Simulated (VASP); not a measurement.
# Cu (Fd-3m) in VASP: further runs, part 2 of 2

VASP 6.6.1. Earlier steps stand in the parts before.

## Step 3: Single point, LDA (volume scaled by 0.6)

File INCAR:

```
  ALGO = Normal
  EDIFF = 1E-6
  ENCUT = 520
  ISIF = 2
  ISMEAR = -1
  LASPH = True
  LCHARG = False
  LREAL = False
  LWAVE = False
  NBANDS = 18
  NELM = 100
  PREC = Accurate
  SIGMA = 0.08
```

File KPOINTS:

```
k-points
0
Gamma
  15 15 15
```

File POSCAR:

```
Cu
1.0
    0.0000000000      2.1712886792      2.1712886792
    2.1712886792      0.0000000000      2.1712886792
    2.1712886792      2.1712886792      0.0000000000
Cu
2
Direct
   -0.1250000000     -0.1250000000     -0.1250000000
    0.1250000000      0.1250000000      0.1250000000
```

Potentials or basis: VASP PAW LDA potentials, release 64 (Cu).

Run with:

```
cat potpaw_LDA.64/Cu/POTCAR > POTCAR
mpirun -np 1 vasp_std > vasp.out
```

OUTCAR:

```text
EDIFF = 1E-6
   ENCUT = 520
   ISIF = 2
   ISMEAR = -1
   LASPH = True
   LREAL = False
   NELM = 100
   PREC = Accurate

 ion  position               nearest neighbor table
   1  0.875  0.875  0.875-   2 1.88   2 1.88   2 1.88   2 1.88
   2  0.125  0.125  0.125-   1 1.88   1 1.88   1 1.88   1 1.88

  LATTYP: Found a face centered cubic cell.
 ALAT       =     4.3425773584

  Lattice vectors:

 A1 = (   0.0000000000,   2.1712886792,   2.1712886792)
 A2 = (   2.1712886792,   0.0000000000,   2.1712886792)
 A3 = (   2.1712886792,   2.1712886792,   0.0000000000)

Analysis of symmetry for initial positions (statically):
=====================================================================
 Subroutine PRICEL returns:
 Original cell was already a primitive cell.

 Routine SETGRP: Setting up the symmetry group for a
 face centered cubic supercell.

 Subroutine GETGRP returns: Found 48 space group operations
 (whereof 12 operations were pure point group operations)
 out of a pool of 48 trial point group operations.

The static configuration has the point symmetry D_3d.
 The point group associated with its full space group is O_h .

Analysis of symmetry for dynamics (positions and initial velocities):
=====================================================================
 Subroutine PRICEL returns:
 Original cell was already a primitive cell.

 Routine SETGRP: Setting up the symmetry group for a
 face centered cubic supercell.

 Subroutine GETGRP returns: Found 48 space group operations
 (whereof 12 operations were pure point group operations)
 out of a pool of 48 trial point group operations.

The dynamic configuration has the point symmetry D_3d.
 The point group associated with its full space group is O_h .

 Subroutine INISYM returns: Found 48 space group operations
 (whereof 12 operations are pure point group operations),
 and found     1 'primitive' translations

----------------------------------------------------------------------------------------

                                     Primitive cell

  volume of cell :      20.4731

  direct lattice vectors                    reciprocal lattice vectors
     0.000000000  2.171288679  2.171288679    -0.230277993  0.230277993  0.230277993
     2.171288679  0.000000000  2.171288679     0.230277993 -0.230277993  0.230277993
     2.171288679  2.171288679  0.000000000     0.230277993  0.230277993 -0.230277993

  length of vectors
     3.070665898  3.070665898  3.070665898     0.398853184  0.398853184  0.398853184

  position of ions in fractional coordinates (direct lattice)
     0.875000000  0.875000000  0.875000000
     0.125000000  0.125000000  0.125000000

  ion indices of the primitive-cell ions
   primitive index   ion index
                 1           1
                 2           2

----------------------------------------------------------------------------------------

 KPOINTS: k-points

Automatic generation of k-mesh.
 Grid dimensions read from file:
 generate k-points for:   15   15   15

 Generating k-lattice:

  Cartesian coordinates                     Fractional coordinates (reciprocal lattice)
    -0.015351866  0.015351866  0.015351866     0.066666667  0.000000000  0.000000000
     0.015351866 -0.015351866  0.015351866     0.000000000  0.066666667  0.000000000
     0.015351866  0.015351866 -0.015351866     0.000000000  0.000000000  0.066666667

  Length of vectors
     0.026590212  0.026590212  0.026590212

  Shift w.r.t. Gamma in fractional coordinates (k-lattice)
     0.000000000  0.000000000  0.000000000

 Subroutine IBZKPT returns following result:
 ===========================================

 Found    120 irreducible k-points:

 Following reciprocal coordinates:
            Coordinates               Weight
  0.000000  0.000000  0.000000      1.000000
  0.066667  0.000000  0.000000      8.000000
  0.133333  0.000000  0.000000      8.000000
  0.200000  0.000000  0.000000      8.000000
  0.266667  0.000000  0.000000      8.000000
  0.333333  0.000000  0.000000      8.000000
[... 16 lines left out ...]
  0.133333  0.133333  0.000000      6.000000
  0.200000  0.133333  0.000000     24.000000
 [... further k-points ...]
   k-points           NKPTS =    120   k-points in BZ     NKDIM =    120   number of bands    NBANDS=     18
   number of dos      NEDOS =    301   number of ions     NIONS =      2
   total plane-waves  NPLWV =  13824
   dimension x,y,z NGX =    24 NGY =   24 NGZ =   24
   dimension x,y,z NGXF=    48 NGYF=   48 NGZF=   48
   ions per type =               2
   NGX,Y,Z   is equivalent  to a cutoff of  12.99, 12.99, 12.99 a.u.
   NGXF,Y,Z  is equivalent  to a cutoff of  25.99, 25.99, 25.99 a.u.
 SYSTEM =  unknown system
   PREC   = accura    normal or accurate (medium, high low for compatibility)
   ISTART =      0    job   : 0-new  1-cont  2-samecut
   ICHARG =      2    charge: 1-file 2-atom 10-const
   ISPIN  =      1    spin polarized calculation?
   LNONCOLLINEAR =      F non collinear calculations
   LSORBIT =      F    spin-orbit coupling
   LASPH  =      T    aspherical Exc in radial PAW
   ENCUT  =  520.0 eV  38.22 Ry    6.18 a.u.   5.71  5.71  5.71*2*pi/ulx,y,z
   NELM   =    100;   NELMIN=  2; NELMDL= -5     # of ELM steps
   EDIFF  = 0.1E-05   stopping-criterion for ELM
   LREAL  =      F    real-space projection
[... 7 lines left out ...]
   TEBEG  =    0.0;   TEEND  =   0.0 temperature during run
   PSTRESS=    0.0 pullay stress
   NELECT =      22.0000    total number of electrons
   NUPDOWN=      -1.0000    fix difference up-down
   EMIN   =  10.00;   EMAX   =-10.00  energy-range for DOS
   EFERMI =   0.00;   METHOD = LEGACY
   ISMEAR =    -1;   SIGMA  =   0.08  broadening in eV -4-tet -1-fermi 0-gaus
   EFERMI_NEDOS =   21; number of points for ismear=-14 and -15
   IALGO  =     38    algorithm
   IMIX   =      4    mixing-type and parameters
     AMIX     =   0.40;   BMIX     =  1.00
     AMIX_MAG =   1.60;   BMIX_MAG =  1.00
  volume/ion in A,a.u.               =      10.24        69.08
  Fermi-wavevector in a.u.,A,eV,Ry     =   1.676827  3.168743 38.256147  2.811747
  Thomas-Fermi vector in A             =   2.761201
   LORBIT       =      0    0 simple, 1 ext, 2 COOP (PROOUT), +10 PAW based schemes
   GGA     = CA    functional components
   LHFCALC =     F    Hartree Fock is set to
   AEXX    =    0.0000 exact exchange contribution
   IVDW    =     0    specifies the selected vdW correction
   LEPSILON=     F    determine dielectric tensor
   LRPA    =     F    only Hartree local field effects (RPA)
 non-spin polarized calculation
  energy-cutoff  :      520.00
  volume of cell :       20.47
 maximum number of plane-waves:       564
   NGX = 11   NGY = 11   NGZ = 11

 number of electron      22.0000001 magnetization

 Free energy of the ion-electron system (eV)
  ---------------------------------------------------
  ext. energy  EPLUGINS =         0.00000000
  ---------------------------------------------------
  free energy    TOTEN  =        -3.31725640 eV

  energy without entropy =       -3.30402775  energy(sigma->0) =       -3.31064207

 E-fermi :   9.8807     XC(G=0): -13.6564

 val. band max:        9.7761191698   @ k =  -0.3333   0.4000   0.0667
 cond. band min:       9.9086426096   @ k =  -0.4667   0.2000   0.0000
 fundamental gap:      0.1325234398
 Fermi energy:         9.8807369132

 k-point     1 :       0.0000    0.0000    0.0000
  band No.  band energies     occupation
      1      -0.8272      2.00000
      2       3.5373      2.00000
      3       3.5373      2.00000
      4       3.8119      2.00000
      5       3.8119      2.00000
      6       3.8119      2.00000
[... 10 lines left out ...]
     17      25.0867      0.00000
     18      27.4340      0.00000

 k-point     2 :       0.0667    0.0000    0.0000
  band No.  band energies     occupation
      1      -0.7136      2.00000
      2       3.4618      2.00000
      3       3.4618      2.00000
      4       3.8182      2.00000
      5       3.9149      2.00000
      6       3.9149      2.00000
[... 10 lines left out ...]
     17      26.2004      0.00000
     18      28.0145      0.00000
[... 442 lines left out ...]
 k-point    24 :       0.2000    0.1333    0.0000
  band No.  band energies     occupation
      1       0.1731      2.00000
      2       2.9717      2.00000
      3       3.7269      2.00000
      4       3.8652      2.00000
      5       3.9656      2.00000
      6       4.4830      2.00000
[... 10 lines left out ...]
     17      29.7084      0.00000
     18      30.7418      0.00000

 [... further k-points ...]
[... 5 lines left out ...]
  --------------------------------------------------------------------------------------
  -------------------------------------------------------------------------------------
  Total       17.8340048     17.8340048     17.8340048     -0.0000000      0.0000000      0.0000000
  in kB     1395.6507804   1395.6507804   1395.6507804     -0.0000000      0.0000000      0.0000000
  external PRESSURE =    1395.6507804 kB  Pullay stress =       0.0000000 kB

 VOLUME and BASIS-vectors are now :
 -----------------------------------------------------------------------------
  energy-cutoff  :      520.00
  volume of cell :       20.47
      direct lattice vectors                 reciprocal lattice vectors
     0.000000000  2.171288679  2.171288679    -0.230277993  0.230277993  0.230277993
     2.171288679  0.000000000  2.171288679     0.230277993 -0.230277993  0.230277993
     2.171288679  2.171288679  0.000000000     0.230277993  0.230277993 -0.230277993

 POSITION                                       TOTAL-FORCE (eV/Angst)
 -----------------------------------------------------------------------------------
      3.79976      3.79976      3.79976         0.000000     -0.000000     -0.000000
      0.54282      0.54282      0.54282         0.000000      0.000000      0.000000
 -----------------------------------------------------------------------------------
    total drift:                                0.000000      0.000000      0.000000

  FREE ENERGIE OF THE ION-ELECTRON SYSTEM (eV)
  ---------------------------------------------------
  free  energy   TOTEN  =        -3.3172563956 eV

  energy  without entropy=       -3.3040277473  energy(sigma->0) =       -3.31064207
```

OSZICAR:

```text
N       E                     dE             d eps       ncg     rms          rms(c)
DAV:   1     0.126363546157E+03    0.12636E+03   -0.10385E+04  4792   0.229E+03
DAV:   2     0.262378202785E+01   -0.12374E+03   -0.11766E+03  4338   0.299E+02
DAV:   3    -0.450717115631E+01   -0.71310E+01   -0.70102E+01  4700   0.951E+01
DAV:   4    -0.459910354452E+01   -0.91932E-01   -0.91878E-01  5050   0.112E+01
DAV:   5    -0.460089375796E+01   -0.17902E-02   -0.17901E-02  5288   0.149E+00    0.930E+00
DAV:   6    -0.366617378780E+01    0.93472E+00   -0.61258E+00  5272   0.685E+01    0.208E+00
DAV:   7    -0.338290369871E+01    0.28327E+00   -0.10183E+00  5466   0.273E+01    0.145E+00
DAV:   8    -0.331773267280E+01    0.65171E-01   -0.23200E-02  7078   0.216E+00    0.185E-01
DAV:   9    -0.331723450290E+01    0.49817E-03   -0.28783E-03  6102   0.129E+00    0.460E-02
DAV:  10    -0.331725716885E+01   -0.22666E-04   -0.16945E-04  6142   0.182E-01    0.648E-03
DAV:  11    -0.331725639562E+01    0.77323E-06   -0.35341E-06  3548   0.411E-02
   1 F= -.33172564E+01 E0= -.33106421E+01  d E =-.132286E-01
```

stdout:

```text
POSCAR found type information on POSCAR Cu
 POSCAR found :  1 types and       2 ions
 scaLAPACK will be used
 LDA part: xc-table for (Slater(with rela. corr.)+CA(PZ))
 , standard interpolation
 POSCAR, INCAR and KPOINTS ok, starting setup
 FFT: planning ... GRIDC
 FFT: planning ... GRID_SOFT
 FFT: planning ... GRID
 WAVECAR not read
 entering main loop
```

Run time: 28 s. Hardware: 1 thread of AMD EPYC 9R14 (Zen 4), shared host; peak memory 0.12 GiB.

What came out:

* Free energy: -3.3173 eV
* Pressure: 139.6 GPa
* Band gap on the k mesh: zero (band 11 reaches 10.63 eV, above the bottom of band 12 at 9.73 eV)

## Step 4: Single point, LDA (volume scaled by 0.6)

File INCAR:

```
SYSTEM = Cu
ALGO = Normal
EDIFF = 1E-6
ENCUT = 520
GGA = CA
ISIF = 2
ISMEAR = -1
LASPH = .True.
LCHARG = .False.
LREAL = .False.
LWAVE = .False.
NBANDS = 18
NELM = 100
PREC = Accurate
SIGMA = 0.08
```

File KPOINTS:

```
k-points
0
Gamma
  15 15 15
  0 0 0
```

POSCAR is that of step 3.

Run with:

```
cat potpaw_LDA.64/Cu/POTCAR > POTCAR
mpirun -np 1 vasp_std > vasp.out
```

Wall time 27 s (1 thread of AMD EPYC 9R14 (Zen 4), shared host); peak memory 0.12 GiB.

It converged, with:

```yaml
Free_energy: -3.3173 eV
Pressure: 139.6 GPa
Band_gap_on_the_k_mesh: zero (band 11 reaches 10.63 eV, above the bottom of band 12 at 9.73 eV)
```

Levels at points of the mesh, in eV from the Fermi level:
```
           k point  band 9  band 10  band 11  band 12  band 13  band 14
(0.00, 0.00, 0.00)   -3.70    -1.91    -1.91    15.08    15.08    15.08
```
